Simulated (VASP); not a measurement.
Set up this calculation in VASP 6.6.1, as the native input.

| Quantity | Value |
| --- | --- |
| Task | single point |
| Functional | r2SCAN |
| Potentials or basis | VASP PAW PBE potentials, release 64 (Mg, B) |
| Cutoff | 520 eV |
| k mesh | 15 × 15 × 12 |
| Occupations | fermi-dirac, width 0.15 eV |
| Spin | no spin polarisation |
| Dipole correction | no |
| Further INCAR settings | ALGO = Normal; EDIFF = 1e-06; NBANDS = 11 |

MgB2:

```
Mg B
1.0
     3.06870    0.00000    0.00000
    -1.53435    2.65757    0.00000
     0.00000    0.00000    3.51299
Mg B
1 2
Direct
  0.00000 0.00000 0.00000
  0.33333 0.66667 0.50000
  0.66667 0.33333 0.50000
```

One way to write it, as run:

POSCAR

```
MgB2
1.0
    3.0686969423      0.0000000000      0.0000000000
   -1.5343484712      2.6575695085      0.0000000000
    0.0000000000      0.0000000000      3.5129910976
Mg B
1 2
Direct
    0.0000000000      0.0000000000      0.0000000000
    0.3333333333      0.6666666667      0.5000000000
    0.6666666667      0.3333333333      0.5000000000
```

INCAR.step1

```
ALGO = Normal ; EDIFF = 1E-4
ENCUT = 520 ; GGA = PE
ISMEAR = -1 ; LASPH = True
LCHARG = False ; LREAL = False
LWAVE = True ; NBANDS = 11
NELM = 60 ; PREC = Accurate
SIGMA = 0.15
```

INCAR.step2

```
ALGO = Normal ; EDIFF = 1E-6
ENCUT = 520 ; ISIF = 2
ISMEAR = -1 ; ISTART = 1
LASPH = True ; LCHARG = False
LMIXTAU = True ; LREAL = False
LWAVE = False ; METAGGA = R2SCAN
NBANDS = 11 ; NELM = 60
PREC = Accurate ; SIGMA = 0.15
```

KPOINTS

```
k-points
0
Gamma
  15 15 12
```

Potentials or basis: VASP PAW PBE potentials, release 64 (Mg, B).

Run with:

```bash
$ cat potpaw_PBE.64/Mg/POTCAR potpaw_PBE.64/B/POTCAR > POTCAR
$ cp INCAR.step1 INCAR
$ mpirun -np 1 vasp_std > vasp.out
$ cp INCAR.step2 INCAR
$ mpirun -np 1 vasp_std > vasp.out
```

Results of the run:

* Pressure: -0.4 GPa
* Band gap on the k mesh: zero (bands 4 and 5 overlap by 4.01 eV)

Caveat: the PAW data sets were made with another functional, which shifts forces and pressure a little.

Run time: 72 s on 1 thread of Intel(R) Xeon(R) 6975P-C (Granite Rapids) (shared host), peak memory 0.17 GiB.
